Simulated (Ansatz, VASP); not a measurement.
**ZnS: VASP beside Ansatz**

```
Zn S
1.0
     3.81100    0.00000    0.00000
    -1.90550    3.30042    0.00000
     0.00000    0.00000    6.23400
Zn S
2 2
Direct
  0.33333 0.66667 0.00520
  0.66667 0.33333 0.50520
  0.33333 0.66667 0.37980
  0.66667 0.33333 0.87980
```

Alike in both runs: functional PBE; k mesh 8 × 8 × 4; occupations gaussian, width 0.05 eV; no spin polarisation.

Ansatz relaxed the structure, and its values are those at the end. VASP's run is a single point on that final structure, the one shown.

|  | VASP | Ansatz |
| --- | --- | --- |
| version | VASP 6.6.1 | Ansatz 0.2.0 |
| potentials or method | VASP PAW PBE potentials, release 64 (Zn, S), cutoff 520 eV | scalar-relativistic, plane waves, PAW |
| valence electrons in the cell | 36 | 36 |

VASP gave:

| Quantity | Value |
| --- | --- |
| gap on the k mesh at the Fermi level (eV) | 2.22 |
| least direct gap on the mesh (eV) | 2.22 |
| pressure (GPa) | 2.3 |
| rms of the force components (eV/Å) | 0.004 |

Q: Estimate Ansatz's values.

A: gap on the k mesh at the Fermi level (eV): 2.21; least direct gap on the mesh (eV): 2.21; pressure (GPa): 2.2; rms of the force components (eV/Å): 0.005.

Ansatz's warnings: stress scf threshold loose.
